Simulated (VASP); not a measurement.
Write the native input for VASP 6.6.1 that does the following.

* Task: single point
* Functional: PBEsol
* Potentials or basis: VASP PAW PBE potentials, release 64 (Mn_pv, Pt)
* Cutoff: 520 eV
* k mesh: 8 × 8 × 8
* Occupations: fermi-dirac, width 0.08 eV
* Spin: no spin polarisation
* Dipole correction: no
* Further INCAR settings: ALGO = Normal; EDIFF = 1e-06; NBANDS = 30

The structure of MnPt3 lies in POSCAR:

```
MnPt3
1.0
    3.5275662616      0.0000000000      0.0000000000
    0.0000000000      3.5275662616      0.0000000000
    0.0000000000      0.0000000000      3.5275662616
Mn Pt
1 3
Direct
    0.0000000000      0.0000000000      0.0000000000
    0.0000000000      0.5000000000      0.5000000000
    0.5000000000      0.0000000000      0.5000000000
    0.5000000000      0.5000000000      0.0000000000
```

This cell differs from its parent crystal: volume scaled by 0.74.

The input as run:

INCAR

```
SYSTEM = MnPt3
ALGO = Normal
EDIFF = 1E-6
ENCUT = 520
GGA = PS
ISIF = 2
ISMEAR = -1
LASPH = .True.
LCHARG = .True.
LELF = .True.
LREAL = .False.
LVHAR = .True.
LWAVE = .False.
NBANDS = 30
NELM = 80
PREC = Accurate
SIGMA = 0.08
```

KPOINTS

```
k-points
0
Gamma
  8 8 8
  0 0 0
```

Potentials or basis: VASP PAW PBE potentials, release 64 (Mn_pv, Pt).

Run with:

```sh
$ cat potpaw_PBE.64/Mn_pv/POTCAR potpaw_PBE.64/Pt/POTCAR > POTCAR
$ mpirun -np 1 vasp_std > vasp.out
```

It gave:

```json
{
 "Pressure": "127.4 GPa"
}
```

Caveat: the PAW data sets were made with another functional, which shifts forces and pressure a little.

Run time: 44 s on 1 thread of AMD EPYC 9R45 (Zen 5), with other jobs on the host, peak memory 0.15 GiB.
